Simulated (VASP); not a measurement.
A run of VASP 6.6.1 is set up as follows.

INCAR

```
PREC = Accurate
ENCUT = 600
EDIFF = 1E-6
ISMEAR = 0
SIGMA = 0.01
LREAL = False
LASPH = True
NELM = 120
ALGO = Normal
ISIF = 2
LWAVE = False
LCHARG = False
NBANDS = 11
GGA_COMPAT = False
```

The input KPOINTS:

```
regular mesh
0
Gamma
  6 6 6
```

POSCAR

```
Mg2C
1.0
    0.0000000000      2.7109426181      2.7109426181
    2.7109426181      0.0000000000      2.7109426181
    2.7109426181      2.7109426181      0.0000000000
C Mg
1 2
Direct
    0.0000000000      0.0000000000      0.0000000000
    0.2500000000      0.2500000000      0.2500000000
    0.7500000000      0.7500000000      0.7500000000
```

Potentials or basis: VASP PAW LDA potentials, release 64 (C, Mg).

Run with:

```sh
$ cat potpaw_LDA.64/C/POTCAR potpaw_LDA.64/Mg/POTCAR > POTCAR
$ mpirun -np 1 vasp_std > vasp.out
```

**Question.** What does it give for the pressure?

**Answer.** -4.1 GPa.

**Question.** Estimate the band gap on the k mesh.

**Answer.** 0.75 eV, indirect (least direct gap 1.58 eV).

A k mesh can miss the band edges. As with any semilocal functional, this LDA gap is likely too small.
